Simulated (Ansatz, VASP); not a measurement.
# Ta2N: VASP beside Ansatz

The input INCAR:

```
PREC = Accurate
ENCUT = 520
EDIFF = 1E-6
ISMEAR = 0
SIGMA = 0.15
LREAL = F
LASPH = T
NELM = 100
ALGO = Normal
ISIF = 2
LWAVE = F
LCHARG = F
NBANDS = 50
```

File KPOINTS:

```
Automatic mesh
0
Gamma
  9 9 8
```

Contents of POSCAR:

```
Ta2N
1.0
    5.3004953848      0.0000000000      0.0000000000
   -2.6502476924      4.5903636559      0.0000000000
    0.0000000000      0.0000000000      4.7524241620
Ta N
6 3
Direct
    0.6430231761      0.6430231761      0.7526041962
    0.0000000000      0.3569768239      0.7526041962
    0.3569768239      0.0000000000      0.7526041962
    0.3569768239      0.3569768239      0.2473958038
    0.0000000000      0.6430231761      0.2473958038
    0.6430231761      0.0000000000      0.2473958038
    0.6666666667      0.3333333333      0.5000000000
    0.3333333333      0.6666666667      0.5000000000
    0.0000000000      0.0000000000      0.0000000000
```

Input for Ansatz:

```yaml
crystal:
  lattice:
    - [5.3004953848, 0.0, 0.0]
    - [-2.6502476924, 4.5903636559, 0.0]
    - [0.0, 0.0, 4.752424162]
  atoms:
    - { symbol: Ta, position: [0.6430231761, 0.6430231761, 0.7526041962] }
    - { symbol: Ta, position: [0.0, 0.3569768239, 0.7526041962] }
    - { symbol: Ta, position: [0.3569768239, 0.0, 0.7526041962] }
    - { symbol: Ta, position: [0.3569768239, 0.3569768239, 0.2473958038] }
    - { symbol: Ta, position: [0.0, 0.6430231761, 0.2473958038] }
    - { symbol: Ta, position: [0.6430231761, 0.0, 0.2473958038] }
    - { symbol: "N", position: [0.6666666667, 0.3333333333, 0.5] }
    - { symbol: "N", position: [0.3333333333, 0.6666666667, 0.5] }
    - { symbol: "N", position: [0.0, 0.0, 0.0] }
basis:
  ecutwfc: 520.0
kpoints:
  mp_grid: { grid: [9, 9, 8] }
hamiltonian:
  xc: lda
  pseudopotentials: { kind: paw, azcp: { folder: soft_1 } }
scf:
  occupations: { method: gaussian, width: 0.15 }
output:
  forces: true
  stress: true
  eigenvalues: true
```

Alike in both runs: task single point; functional LDA; k mesh 9 × 9 × 8; occupations gaussian, width 0.15 eV; no spin polarisation.

|  | VASP | Ansatz |
| --- | --- | --- |
| version | VASP 6.6.1 | Ansatz 0.2.0 |
| potentials or method | VASP PAW LDA potentials, release 64 (Ta_pv, N), cutoff 520 eV | scalar-relativistic, plane waves, PAW |
| valence electrons in the cell | 81 | 93 |

VASP gave:

| Item | Value |
| --- | --- |
| gap on the k mesh at the Fermi level (eV) | none |
| pressure (GPa) | 6.3 |
| traceless stress, the component that is largest in VASP (GPa) | 8.67 |
| rms of the force components (eV/Å) | 1.553 |

Problem. What did Ansatz give for the same quantities?

Solution. gap on the k mesh at the Fermi level (eV): none; pressure (GPa): 4.7; traceless stress, the component that is largest in VASP (GPa): 8.68; rms of the force components (eV/Å): 1.538.

Ansatz warns that its potentials were made for another functional, while VASP's fit it. LDA's correlation is that of Perdew and Zunger in VASP and of Perdew and Wang (1992) in Ansatz. Atom by atom the forces differ by 0.018 eV/Å (rms over components). A gap of «none» marks a metal or a gap that the smearing closes. VASP's potentials hold 81 valence electrons a cell and Ansatz's 93, so a difference there can come from the potentials and not from the codes.

Neither program's run includes spin-orbit coupling.
